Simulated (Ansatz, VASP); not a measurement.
# One calculation of SnSe, two programs

Contents of POSCAR:

```
SnSe
1.0
    0.0000000000      3.2699036899      2.5505248782
    3.2699036899      0.0000000000      2.5505248782
    3.2699036899      3.2699036899      0.0000000000
Sn Se
1 1
Direct
    0.0000000000      0.0000000000      0.0000000000
    0.5000000000      0.5000000000      0.5000000000
```

File INCAR.step1:

```
ALGO = Normal
EDIFF = 1E-4
ENCUT = 520
GGA = PE
ISMEAR = 0
LASPH = True
LCHARG = False
LREAL = False
LWAVE = True
NBANDS = 17
NELM = 60
PREC = Accurate
SIGMA = 0.05
```

The input INCAR.step2:

```
ALGO = Normal
EDIFF = 1E-7
ENCUT = 520
ISIF = 2
ISMEAR = 0
ISTART = 1
LASPH = True
LCHARG = False
LMIXTAU = True
LREAL = False
LWAVE = False
METAGGA = R2SCAN
NBANDS = 17
NELM = 60
PREC = Accurate
SIGMA = 0.05
```

File KPOINTS:

```
k-points
0
Gamma
  12 12 12
```

Input for Ansatz:

```yaml
crystal:
  lattice:
    - [0.0, 3.2699036899, 2.5505248782]
    - [3.2699036899, 0.0, 2.5505248782]
    - [3.2699036899, 3.2699036899, 0.0]
  atoms:
    - { symbol: Sn, position: [0.0, 0.0, 0.0] }
    - { symbol: Se, position: [0.5, 0.5, 0.5] }
basis:
  ecutwfc: 500
kpoints:
  mp_grid: { grid: [12, 12, 12] }
hamiltonian:
  xc: r2scan
scf:
  occupations: { method: gaussian, width: 0.05 }
output:
  forces: true
  stress: true
  eigenvalues: true
```

Alike in both runs: task single point; functional r2SCAN; k mesh 12 × 12 × 12; occupations gaussian, width 0.05 eV; no spin polarisation.

```csv
,VASP,Ansatz
version,VASP 6.6.1,Ansatz 0.2.0
potentials or method,"VASP PAW PBE potentials, release 64 (Sn_d, Se), cutoff 520 eV","scalar-relativistic, plane waves, PAW"
valence electrons in the cell,20,30
```

Ansatz gave:

* gap on the k mesh at the Fermi level (eV): none
* pressure (GPa): 7.5
* traceless stress, the component that is largest in VASP (GPa): 23.28

**Question.** Estimate VASP's values.

**Answer.** gap on the k mesh at the Fermi level (eV): none; pressure (GPa): 7.5; traceless stress, the component that is largest in VASP (GPa): 23.32.

VASP's potentials were made for PBE, not for r2SCAN. A gap of «none» marks a metal or a gap that the smearing closes. VASP's potentials hold 20 valence electrons a cell and Ansatz's 30, so a difference there can come from the potentials and not from the codes.
